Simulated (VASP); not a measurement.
Sn3Se: relaxation of cell and atoms with PBE

The system is Sn3Se.

```
Sn Se
1.0
     4.65616    0.00000    0.00000
     0.00000    4.65616    0.00000
     0.00000    0.00000    4.65616
Sn Se
3 1
Direct
  0.00000 0.50000 0.50000
  0.50000 0.00000 0.50000
  0.50000 0.50000 0.00000
  0.00000 0.00000 0.00000
```

* Program: VASP 6.6.1
* Task: relaxation of cell and atoms
* Functional: PBE
* Potentials or basis: VASP PAW PBE potentials, release 64 (Sn_d, Se)
* Cutoff: 600 eV
* k mesh: 10 × 10 × 10
* Occupations: gaussian, width 0.1 eV
* Spin: no spin polarisation
* Dipole correction: no
* Further INCAR settings: ALGO = Normal; EDIFF = 1e-06; IBRION = 2; EDIFFG = -0.01; NSW = 100; ISIF = 3

The relaxed volume is 26.83 Å³/atom, the relaxed cell is a = 4.752 Å, b = 4.752 Å, c = 4.752 Å, α = 90.00°, β = 90.00°, γ = 90.00° and the space group after relaxing (to 0.1 Å) is Pm-3m (No. 221). The energy gained by relaxing is 15.6 meV/atom. The ionic steps are 3, the pressure after relaxing is 0.0 GPa and the band gap on the k mesh is zero (bands 24 and 25 overlap by 2.43 eV).

Step by step:
| step | energy change (eV) | largest force (eV/Å) | pressure (GPa) | volume (Å³) |
| --- | --- | --- | --- | --- |
| 1 | 0.0000 | 0.0000 | 3.31 | 100.94 |
| 2 | -0.0597 | 0.0000 | -0.62 | 108.76 |
| 3 | -0.0625 | 0.0000 | 0.01 | 107.30 |

Final structure:
```yaml
crystal:
  lattice:
    - [4.75192, 0.00000, 0.00000]
    - [0.00000, 4.75192, 0.00000]
    - [0.00000, 0.00000, 4.75192]
  atoms:
    - { symbol: Sn, position: [0.00000, 0.50000, 0.50000] }
    - { symbol: Sn, position: [0.50000, 0.00000, 0.50000] }
    - { symbol: Sn, position: [0.50000, 0.50000, 0.00000] }
    - { symbol: Se, position: [0.00000, 0.00000, 0.00000] }
```

Levels at points of the mesh, in eV from the Fermi level:
| k point | band 20 | band 21 | band 22 | band 23 | band 24 | band 25 | band 26 | band 27 | band 28 |
| --- | --- | --- | --- | --- | --- | --- | --- | --- | --- |
| (0.00, 0.00, 0.00) | -4.30 | -4.30 | -4.30 | -0.07 | -0.07 | -0.07 | 2.25 | 2.25 | 2.25 |
| (0.50, 0.00, 0.00) | -3.23 | -3.23 | -1.88 | -1.79 | -1.79 | -0.14 | 1.82 | 2.11 | 2.15 |
| (0.50, 0.50, 0.00) | -2.56 | -2.36 | -2.04 | -2.04 | -0.68 | 0.07 | 0.07 | 0.07 | 3.11 |
| (0.50, 0.50, 0.50) | -5.21 | -5.21 | -5.21 | -4.70 | 1.94 | 1.94 | 1.94 | 5.80 | 5.80 |

Wall time 9.2 min on 1 thread of Intel(R) Xeon(R) Platinum 8488C (Sapphire Rapids), with other jobs on the host, peak memory 0.35 GiB.

Caveat: spin-orbit coupling is left out, which moves the levels of the heavy elements.
